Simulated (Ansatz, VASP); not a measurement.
This is a calculation of GaN for VASP 6.6.1.

File POSCAR:

```
GaN
1.0
    0.0000000000      2.2074978911      2.2074978911
    2.2074978911      0.0000000000      2.2074978911
    2.2074978911      2.2074978911      0.0000000000
Ga N
1 1
Direct
    0.0000000000      0.0000000000      0.0000000000
    0.2500000000      0.2500000000      0.2500000000
```

Contents of INCAR.step1:

```
SYSTEM = GaN
PREC = Accurate ; ENCUT = 910
ISMEAR = -1 ; SIGMA = 0.05
LREAL = .FALSE. ; LASPH = .TRUE.
NELM = 120 ; NBANDS = 16
GGA = PE ; ALGO = Normal
EDIFF = 1E-5 ; LWAVE = .TRUE.
LCHARG = .FALSE. ; GGA_COMPAT = .FALSE.
```

The input INCAR.step2:

```
SYSTEM = GaN
PREC = Accurate ; ENCUT = 910
EDIFF = 1E-6 ; ISMEAR = -1
SIGMA = 0.05 ; LREAL = .FALSE.
LASPH = .TRUE. ; NELM = 120
ALGO = Normal ; ISIF = 2
LWAVE = .FALSE. ; LCHARG = .FALSE.
METAGGA = R2SCAN ; LMIXTAU = .TRUE.
IVDW = 13 ; VDW_S6 = 1.0
VDW_S8 = 0.6018749 ; VDW_A1 = 0.51559235
VDW_A2 = 5.77342911 ; NBANDS = 16
ISTART = 1 ; GGA_COMPAT = .FALSE.
```

File KPOINTS:

```
regular mesh
0
G
  10 10 10
  0 0 0
```

Potentials or basis: VASP PAW PBE potentials, release 64 (Ga_d, N_h).

Command:

```bash
$ cat potpaw_PBE.64/Ga_d/POTCAR potpaw_PBE.64/N_h/POTCAR > POTCAR
$ cp INCAR.step1 INCAR
$ mpirun -np 1 vasp_std > vasp.out
$ cp INCAR.step2 INCAR
$ mpirun -np 1 vasp_std > vasp.out
```

Task: Translate it to Ansatz 0.2.0. Potentials there: Ansatz PAW.

Result: As run (the cutoff follows the program's own potentials):

File input.yaml:

```yaml
crystal:
  lattice:
    - [0.0, 2.2074978911, 2.2074978911]
    - [2.2074978911, 0.0, 2.2074978911]
    - [2.2074978911, 2.2074978911, 0.0]
  atoms:
    - { symbol: Ga, position: [0.0, 0.0, 0.0] }
    - { symbol: "N", position: [0.25, 0.25, 0.25] }
hamiltonian:
  xc: r2scan
  pseudopotentials: { kind: paw }
  dispersion: d4
kpoints:
  mp_grid: { grid: [10, 10, 10] }
scf:
  occupations: { method: fermi_dirac, width: 0.05 }
output:
  forces: true
  stress: true
  eigenvalues: true
```

Potentials or basis: Ansatz PAW.

Launch:

```sh
$ ansatz run input.yaml --threads 2 --pin off --max-ram 5120MiB --backend cpu --events-out ev --progress --plain --runs-dir out
```

Both were run:

|  | VASP | Ansatz | Ansatz less VASP |
| --- | --- | --- | --- |
| gap on the k mesh at the Fermi level (eV) | 2.53 | 2.54 | +0.014 |
| least direct gap on the mesh (eV) | 2.53 | 2.54 | +0.014 |

VASP's potentials were made for PBE, not for r2SCAN.

Noted on VASP's run: the cutoff is short for stress, so the pressure is rough.
